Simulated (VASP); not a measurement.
Runs of VASP 6.6.1 on BN. The structure is that of space group F-43m (No. 216), or close to it. The cells are those of the table. 

```tsv
task	cell	k mesh	smearing	gap on the mesh (eV)	pressure (GPa)	relaxed volume (Å³/atom)
relaxation of cell and atoms	relaxed from a = 2.556 Å, angles 60.0°, 2 atoms	10 × 10 × 10	gaussian 0.1 eV	4.38	-0.1	5.75
relaxation of cell and atoms	relaxed from a = 2.532 Å, angles 60.0°, 2 atoms	12 × 12 × 12	gaussian 0.02 eV	4.38	0.0	5.75
single point	a = 2.532 Å, angles 60.0°, 2 atoms	12 × 12 × 12	gaussian 0.02 eV	4.38	0.8	-
single point	a = 2.556 Å, angles 60.0°, 2 atoms	8 × 8 × 8	gaussian 0.1 eV	(a)	-10.3	-
```

Alike in all rows: level LDA; potentials or basis VASP PAW LDA potentials, release 64 (B, N); no spin polarisation; cutoff (eV) 600.

**Question.** Fill in the values left out.

**Answer.** (a) 4.34.

Caveats: the cell stands under tension (at least some runs).

A k mesh can miss the band edges.
